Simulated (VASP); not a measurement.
# LiF (P6_3mc) in VASP: a series of runs

Runs on LiF. Level: PBE. Tasks: single point.

All numbers are computed with VASP 6.6.1; they aren't measurements. Logs are shortened: lines on timing, memory, paths and dates and some standing lists are left out, and cuts for length are marked.

### Step 1. The cell of the first run

Symmetry: P6_3mc, No. 186, hexagonal system. The conventional cell has a = 2.920 Å, b = 2.920 Å, c = 4.719 Å, α = 90.00°, β = 90.00°, γ = 120.00°. Li (site symmetry 3m) has 4 F at 1.77 to 1.83 Å within 2.3 Å. F (site symmetry 3m) has 4 Li at 1.77 to 1.83 Å within 2.3 Å.

### Step 2. Single point, PBE (volume 8.711 Å^3 an atom, c/a of the conventional cell 1.6161)

Input file INCAR:

```
  ALGO = Normal
  EDIFF = 1E-6
  ENCUT = 520
  GGA = PE
  ISIF = 2
  ISMEAR = 0
  LASPH = True
  LCHARG = False
  LREAL = False
  LWAVE = False
  NBANDS = 18
  NELM = 80
  PREC = Accurate
  SIGMA = 0.05
```

Input file KPOINTS:

```
k-points
0
Gamma
  9 9 6
```

Input file POSCAR:

```
LiF
1.0
    2.9199564962      0.0000000000      0.0000000000
   -1.4599782481      2.5287565037      0.0000000000
    0.0000000000      0.0000000000      4.7189416935
Li F
2 2
Direct
    0.3333333333      0.6666666667      0.3810713234
    0.6666666667      0.3333333333      0.8810713234
    0.3333333333      0.6666666667      0.9939266766
    0.6666666667      0.3333333333      0.4939266766
```

Potentials or basis: VASP PAW PBE potentials, release 64 (Li_sv, F).

On the command line:

```console
$ cat potpaw_PBE.64/Li_sv/POTCAR potpaw_PBE.64/F/POTCAR > POTCAR
$ mpirun -np 1 vasp_std > vasp.out
```

OUTCAR:

```text
EDIFF = 1E-6
   ENCUT = 520
   GGA = PE
   ISIF = 2
   ISMEAR = 0
   LASPH = True
   LREAL = False
   NELM = 80
   PREC = Accurate

 ion  position               nearest neighbor table
   1  0.333  0.667  0.381-   4 1.77   4 1.77   4 1.77   3 1.83
   2  0.667  0.333  0.881-   3 1.77   3 1.77   3 1.77   4 1.83
   3  0.333  0.667  0.994-   2 1.77   2 1.77   2 1.77   1 1.83
   4  0.667  0.333  0.494-   1 1.77   1 1.77   1 1.77   2 1.83

  LATTYP: Found a hexagonal cell.
 ALAT       =     2.9199564962
 C/A-ratio  =     1.6161000000

  Lattice vectors:

 A1 = (   2.9199564962,   0.0000000000,   0.0000000000)
 A2 = (  -1.4599782481,   2.5287565037,   0.0000000000)
 A3 = (   0.0000000000,   0.0000000000,   4.7189416935)

Analysis of symmetry for initial positions (statically):
=====================================================================
 Subroutine PRICEL returns:
 Original cell was already a primitive cell.

 Routine SETGRP: Setting up the symmetry group for a
 hexagonal supercell.

 Subroutine GETGRP returns: Found 12 space group operations
 (whereof  6 operations were pure point group operations)
 out of a pool of 24 trial point group operations.

The static configuration has the point symmetry C_3v.
 The point group associated with its full space group is C_6v.

Analysis of symmetry for dynamics (positions and initial velocities):
=====================================================================
 Subroutine PRICEL returns:
 Original cell was already a primitive cell.

 Routine SETGRP: Setting up the symmetry group for a
 hexagonal supercell.

 Subroutine GETGRP returns: Found 12 space group operations
 (whereof  6 operations were pure point group operations)
 out of a pool of 24 trial point group operations.

The dynamic configuration has the point symmetry C_3v.
 The point group associated with its full space group is C_6v.

 Subroutine INISYM returns: Found 12 space group operations
 (whereof  6 operations are pure point group operations),
 and found     1 'primitive' translations

----------------------------------------------------------------------------------------

                                     Primitive cell

  volume of cell :      34.8440

[... 85 lines left out ...]
   ICHARG =      2    charge: 1-file 2-atom 10-const
   ISPIN  =      1    spin polarized calculation?
   LNONCOLLINEAR =      F non collinear calculations
   LSORBIT =      F    spin-orbit coupling
   LASPH  =      T    aspherical Exc in radial PAW
   ENCUT  =  520.0 eV  38.22 Ry    6.18 a.u.   5.43  5.43  8.77*2*pi/ulx,y,z
   NELM   =     80;   NELMIN=  2; NELMDL= -5     # of ELM steps
   EDIFF  = 0.1E-05   stopping-criterion for ELM
   LREAL  =      F    real-space projection
   EDIFFG = 0.1E-04   stopping-criterion for IOM
   NSW    =      0    number of steps for IOM
   IBRION =     -1    ionic relax: 0-MD 1-quasi-New 2-CG
   NFREE  =      0    steps in history (QN), initial steepest desc. (CG)
   ISIF   =      2    stress and relaxation
   ISYM   =      2    0-nonsym 1-usesym 2-fastsym
   POTIM  = 0.5000    time-step for ionic-motion
   TEBEG  =    0.0;   TEEND  =   0.0 temperature during run
   PSTRESS=    0.0 pullay stress
   NELECT =      20.0000    total number of electrons
   NUPDOWN=      -1.0000    fix difference up-down
   EMIN   =  10.00;   EMAX   =-10.00  energy-range for DOS
   EFERMI =   0.00;   METHOD = LEGACY
   ISMEAR =     0;   SIGMA  =   0.05  broadening in eV -4-tet -1-fermi 0-gaus
   EFERMI_NEDOS =   21; number of points for ismear=-14 and -15
   IALGO  =     38    algorithm
   IMIX   =      4    mixing-type and parameters
     AMIX     =   0.40;   BMIX     =  1.00
     AMIX_MAG =   1.60;   BMIX_MAG =  1.00
  volume/ion in A,a.u.               =       8.71        58.78
  Fermi-wavevector in a.u.,A,eV,Ry     =   1.360532  2.571033 25.185036  1.851048
  Thomas-Fermi vector in A             =   2.487186
   LORBIT       =      0    0 simple, 1 ext, 2 COOP (PROOUT), +10 PAW based schemes
   GGA     = PE    functional components
   LHFCALC =     F    Hartree Fock is set to
   AEXX    =    0.0000 exact exchange contribution
   IVDW    =     0    specifies the selected vdW correction
   LEPSILON=     F    determine dielectric tensor
   LRPA    =     F    only Hartree local field effects (RPA)
 non-spin polarized calculation
 Gauss-broadening in eV      SIGMA  =   0.05
  energy-cutoff  :      520.00
  volume of cell :       34.84
 maximum number of plane-waves:       966
 NGX is ok and might be reduce to    24
   NGX = 11   NGY = 11   NGZ = 17

 number of electron      20.0000002 magnetization

 Free energy of the ion-electron system (eV)
  ---------------------------------------------------
  ext. energy  EPLUGINS =         0.00000000
  ---------------------------------------------------
  free energy    TOTEN  =       -19.04235874 eV

  energy without entropy =      -19.04235874  energy(sigma->0) =      -19.04235874

 E-fermi :  -1.6371     XC(G=0):  -9.4264

 val. band max:       -1.8443902600   @ k =   0.0000   0.0000   0.0000
 cond. band min:       6.7504206531   @ k =   0.0000   0.0000   0.0000
 fundamental gap:      8.5948109131
 Fermi energy:        -1.6371206683

 k-point     1 :       0.0000    0.0000    0.0000
  band No.  band energies     occupation
      1     -41.9300      2.00000
      2     -41.8639      2.00000
      3     -21.4721      2.00000
      4     -21.2072      2.00000
      5      -4.3740      2.00000
      6      -2.2973      2.00000
[... 481 lines left out ...]
      5      -4.2027      2.00000
      6      -3.2170      2.00000
[... 10 lines left out ...]
     17      17.9203      0.00000
     18      21.2465      0.00000

 [... further k-points ...]
[... 5 lines left out ...]
  --------------------------------------------------------------------------------------
  -------------------------------------------------------------------------------------
  Total        3.2624788      3.2624788      2.0934341      0.0000000     -0.0000000      0.0000000
  in kB      150.0134778    150.0134778     96.2591185      0.0000000     -0.0000000      0.0000000
  external PRESSURE =     132.0953581 kB  Pullay stress =       0.0000000 kB

 VOLUME and BASIS-vectors are now :
 -----------------------------------------------------------------------------
  energy-cutoff  :      520.00
  volume of cell :       34.84
      direct lattice vectors                 reciprocal lattice vectors
     2.919956496  0.000000000  0.000000000     0.342470856  0.197725641  0.000000000
    -1.459978248  2.528756504  0.000000000     0.000000000  0.395451282  0.000000000
     0.000000000  0.000000000  4.718941693     0.000000000  0.000000000  0.211911921

 POSITION                                       TOTAL-FORCE (eV/Angst)
 -----------------------------------------------------------------------------------
     -0.00000      1.68584      1.79825         0.000000      0.000000     -0.170554
      1.45998      0.84292      4.15772        -0.000000      0.000000     -0.170554
     -0.00000      1.68584      4.69028        -0.000000      0.000000      0.170554
      1.45998      0.84292      2.33081         0.000000     -0.000000      0.170554
 -----------------------------------------------------------------------------------
    total drift:                                0.000000      0.000000     -0.004305

  FREE ENERGIE OF THE ION-ELECTRON SYSTEM (eV)
  ---------------------------------------------------
  free  energy   TOTEN  =       -19.0423587370 eV

  energy  without entropy=      -19.0423587370  energy(sigma->0) =      -19.04235874
```

OSZICAR:

```text
N       E                     dE             d eps       ncg     rms          rms(c)
DAV:   1     0.121298976057E+03    0.12130E+03   -0.11148E+04  1728   0.124E+03
DAV:   2    -0.101790273080E+02   -0.13148E+03   -0.12880E+03  1990   0.309E+02
DAV:   3    -0.203803089905E+02   -0.10201E+02   -0.10144E+02  3138   0.630E+01
DAV:   4    -0.204763444249E+02   -0.96035E-01   -0.95928E-01  2184   0.792E+00
DAV:   5    -0.204774906888E+02   -0.11463E-02   -0.11455E-02  2266   0.664E-01    0.747E+00
DAV:   6    -0.189738409531E+02    0.15036E+01   -0.38446E+00  1802   0.154E+01    0.215E+00
DAV:   7    -0.190053094476E+02   -0.31468E-01   -0.14222E-01  2028   0.269E+00    0.148E+00
DAV:   8    -0.190432545830E+02   -0.37945E-01   -0.56770E-02  1988   0.228E+00    0.385E-01
DAV:   9    -0.190416522356E+02    0.16023E-02   -0.66883E-03  2320   0.685E-01    0.898E-02
DAV:  10    -0.190423614400E+02   -0.70920E-03   -0.98037E-04  1884   0.225E-01    0.365E-02
DAV:  11    -0.190423556813E+02    0.57587E-05   -0.34062E-05  2396   0.543E-02    0.842E-03
DAV:  12    -0.190423586484E+02   -0.29671E-05   -0.60479E-06  1888   0.205E-02    0.315E-03
DAV:  13    -0.190423587370E+02   -0.88569E-07   -0.26039E-07  1598   0.461E-03
   1 F= -.19042359E+02 E0= -.19042359E+02  d E =-.201011E-11
```

Wall time 45 s (1 thread of AMD EPYC 7R13, shared host); peak memory 0.13 GiB.

What came out:

```yaml
Free_energy: -19.0424 eV
Largest_force: 0.171 eV/Å
Band_gap_on_the_k_mesh: 8.59 eV, direct
```

Forces in eV/Å, atoms in the order of the input:
```
Li   0.000  0.000 -0.171
Li   0.000  0.000 -0.171
F    0.000  0.000  0.171
F    0.000  0.000  0.171
```

Levels at points of the mesh, in eV from the valence-band top:
| k point | band 7 | band 8 | band 9 | band 10 | band 11 | band 12 | band 13 | band 14 |
| --- | --- | --- | --- | --- | --- | --- | --- | --- |
| (0.00, 0.00, 0.00) | -0.45 | -0.12 | -0.12 | 0.00 | 8.59 | 12.85 | 16.54 | 19.94 |
| (0.00, 0.00, 0.50) | -0.29 | -0.29 | -0.29 | -0.29 | 10.33 | 10.33 | 18.63 | 18.63 |

Caveat: the cutoff is under 1.25 times the usual one of these potentials, so pressure, stress and relaxed cells hold a basis-set (Pulay) error. A k mesh can miss the band edges.

### Step 3. Single point, PBE (volume 8.711 Å^3 an atom, c/a of the conventional cell 1.5216)

Input file INCAR:

```
SYSTEM = LiF
PREC = Accurate ; ENCUT = 520
EDIFF = 1E-7 ; ISMEAR = 0
SIGMA = 0.05 ; LREAL = .False.
LASPH = .True. ; NELM = 60
ALGO = Normal ; ISIF = 2
LWAVE = .False. ; LCHARG = .False.
GGA = PE ; NBANDS = 18
```

Input file KPOINTS:

```
regular mesh
0
Gamma
  9 9 6
  0 0 0
```

Input file POSCAR:

```
LiF
1.0
    2.9791951887      0.0000000000      0.0000000000
   -1.4895975943      2.5800587162      0.0000000000
    0.0000000000      0.0000000000      4.5331433991
Li F
2 2
Direct
    0.3333333333      0.6666666667      0.3810713234
    0.6666666667      0.3333333333      0.8810713234
    0.3333333333      0.6666666667      0.9939266766
    0.6666666667      0.3333333333      0.4939266766
```

Potentials or basis: VASP PAW PBE potentials, release 64 (Li_sv, F).

On the command line:

```console
$ cat potpaw_PBE.64/Li_sv/POTCAR potpaw_PBE.64/F/POTCAR > POTCAR
$ mpirun -np 1 vasp_std > vasp.out
```

OUTCAR:

```text
SYSTEM = LiF
   PREC = Accurate
   ENCUT = 520
   EDIFF = 1E-7
   ISMEAR = 0
   LREAL = .False.
   LASPH = .True.
   NELM = 60
   ISIF = 2
   GGA = PE

 ion  position               nearest neighbor table
   1  0.333  0.667  0.381-   3 1.75   4 1.79   4 1.79   4 1.79
   2  0.667  0.333  0.881-   4 1.75   3 1.79   3 1.79   3 1.79
   3  0.333  0.667  0.994-   1 1.75   2 1.79   2 1.79   2 1.79
   4  0.667  0.333  0.494-   2 1.75   1 1.79   1 1.79   1 1.79

  LATTYP: Found a hexagonal cell.
 ALAT       =     2.9791951887
 C/A-ratio  =     1.5216000000

[... 697 lines left out ...]

 [... further k-points ...]
[... 5 lines left out ...]
  --------------------------------------------------------------------------------------
  -------------------------------------------------------------------------------------
  Total        2.5385585      2.5385585      3.3952732      0.0000000     -0.0000000      0.0000000
  in kB      116.7265796    116.7265796    156.1195542      0.0000000     -0.0000000      0.0000000
  external PRESSURE =     129.8575711 kB  Pullay stress =       0.0000000 kB

 VOLUME and BASIS-vectors are now :
 -----------------------------------------------------------------------------
  energy-cutoff  :      520.00
  volume of cell :       34.84
      direct lattice vectors                 reciprocal lattice vectors
     2.979195189  0.000000000  0.000000000     0.335661122  0.193794039  0.000000000
    -1.489597594  2.580058716  0.000000000     0.000000000  0.387588078  0.000000000
     0.000000000  0.000000000  4.533143399     0.000000000  0.000000000  0.220597478

 POSITION                                       TOTAL-FORCE (eV/Angst)
 -----------------------------------------------------------------------------------
     -0.00000      1.72004      1.72745        -0.000000      0.000000      0.260952
      1.48960      0.86002      3.99402         0.000000     -0.000000      0.260952
     -0.00000      1.72004      4.50561         0.000000      0.000000     -0.260952
      1.48960      0.86002      2.23904         0.000000     -0.000000     -0.260952
 -----------------------------------------------------------------------------------
    total drift:                                0.000000      0.000000      0.001649

  FREE ENERGIE OF THE ION-ELECTRON SYSTEM (eV)
  ---------------------------------------------------
  free  energy   TOTEN  =       -19.0493840342 eV

  energy  without entropy=      -19.0493840342  energy(sigma->0) =      -19.04938403
```

Run time: 55 s. Hardware: 1 thread of AMD EPYC 7R13, shared host; peak memory 0.13 GiB.

Results:

- Free energy: -19.0494 eV
- Largest force: 0.261 eV/Å
- Band gap on the k mesh: 8.51 eV, direct

Forces in eV/Å, atoms in the order of the input:
```
Li   0.000  0.000  0.261
Li   0.000  0.000  0.261
F    0.000  0.000 -0.261
F    0.000  0.000 -0.261
```

Caveat: the cutoff is under 1.25 times the usual one of these potentials, so pressure, stress and relaxed cells hold a basis-set (Pulay) error.

### Step 4. Single point, PBE (volume 8.711 Å^3 an atom, c/a of the conventional cell 1.4325)

Input file INCAR:

```
SYSTEM = LiF
ALGO = Normal
EDIFF = 1E-6
ENCUT = 520
GGA = PE
ISIF = 2
ISMEAR = 0
LASPH = .True.
LCHARG = .False.
LREAL = .False.
LWAVE = .False.
NBANDS = 18
NELM = 60
PREC = Accurate
SIGMA = 0.05
```

Input file KPOINTS:

```
k-points
0
Gamma
  9 9 6
  0 0 0
```

Input file POSCAR:

```
LiF
1.0
    3.0397246658      0.0000000000      0.0000000000
   -1.5198623329      2.6324787811      0.0000000000
    0.0000000000      0.0000000000      4.3544055838
Li F
2 2
Direct
    0.3333333333      0.6666666667      0.3810713234
    0.6666666667      0.3333333333      0.8810713234
    0.3333333333      0.6666666667      0.9939266766
    0.6666666667      0.3333333333      0.4939266766
```

On the command line:

```console
$ cat potpaw_PBE.64/Li_sv/POTCAR potpaw_PBE.64/F/POTCAR > POTCAR
$ mpirun -np 1 vasp_std > vasp.out
```

Wall time 43 s (1 thread of AMD EPYC 7R13, shared host); peak memory 0.12 GiB.

Results (log left out):

- Free energy: -18.9699 eV
- Largest force: 0.842 eV/Å
- Band gap on the k mesh: 8.42 eV, direct

Forces on the atoms (eV/Å):
```
Li   0.000  0.000  0.842
Li   0.000  0.000  0.842
F    0.000  0.000 -0.842
F    0.000  0.000 -0.842
```

Levels at points of the mesh, in eV from the valence-band top:
```csv
k point,band 8,band 9,band 10,band 11,band 12,band 13
"(0.00, 0.00, 0.00)",-0.28,-0.28,0.00,8.42,13.45,17.04
"(0.00, 0.00, 0.50)",-0.55,-0.55,-0.55,10.33,10.33,19.04
```

Caveat: the cutoff is under 1.25 times the usual one of these potentials, so pressure, stress and relaxed cells hold a basis-set (Pulay) error. A k mesh can miss the band edges.

### Step 5. Summary

```csv
cell,gap on the mesh (eV),largest force (eV/Å)
"a = 2.920, b = 2.920, c = 4.719 Å, angles 90.0, 90.0, 120.0°, 4 atoms",8.59,0.17
"a = 2.979, b = 2.979, c = 4.533 Å, angles 90.0, 90.0, 120.0°, 4 atoms",8.51,0.26
"a = 3.040, b = 3.040, c = 4.354 Å, angles 90.0, 90.0, 120.0°, 4 atoms",8.42,0.84
```

Alike in all rows: task single point; level PBE; potentials or basis VASP PAW PBE potentials, release 64 (Li_sv, F); no spin polarisation; k mesh 9 × 9 × 6; cutoff (eV) 520; smearing gaussian 0.05 eV.

Caveats: the cutoff is under 1.25 times the usual one of these potentials, so pressure, stress and relaxed cells hold a basis-set (Pulay) error.

Total energies depend on the potentials used, so only differences within one code and one set of settings carry meaning.
